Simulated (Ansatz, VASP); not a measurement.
# Hf in VASP and in Ansatz

```
CELL_PARAMETERS angstrom
0.00000 2.56280 1.66582
2.56280 0.00000 1.66582
2.56280 2.56280 0.00000
ATOMIC_POSITIONS crystal
Hf 0.00000 0.00000 0.00000
```

Alike in both runs: task single point; functional PBEsol; k mesh 20 × 20 × 20; occupations gaussian, width 0.15 eV; no spin polarisation.

|  | VASP | Ansatz |
| --- | --- | --- |
| version | VASP 6.6.1 | Ansatz 0.2.0 |
| potentials or method | VASP PAW PBE potentials, release 64 (Hf_pv), cutoff 520 eV | scalar-relativistic, plane waves, PAW |
| valence electrons in the cell | 10 | 26 |

```tsv
	VASP	Ansatz	Ansatz less VASP
gap on the k mesh at the Fermi level (eV)	none	none	-
pressure (GPa)	-2.9	-2.6	+0.27
traceless stress, the component that is largest in VASP (GPa)	-2.70	-2.64	+0.057
```

VASP's potentials were made for PBE, not for PBEsol. A gap of «none» marks a metal or a gap that the smearing closes. VASP's potentials hold 10 valence electrons a cell and Ansatz's 26, so a difference there can come from the potentials and not from the codes.

Spin-orbit coupling is off throughout.
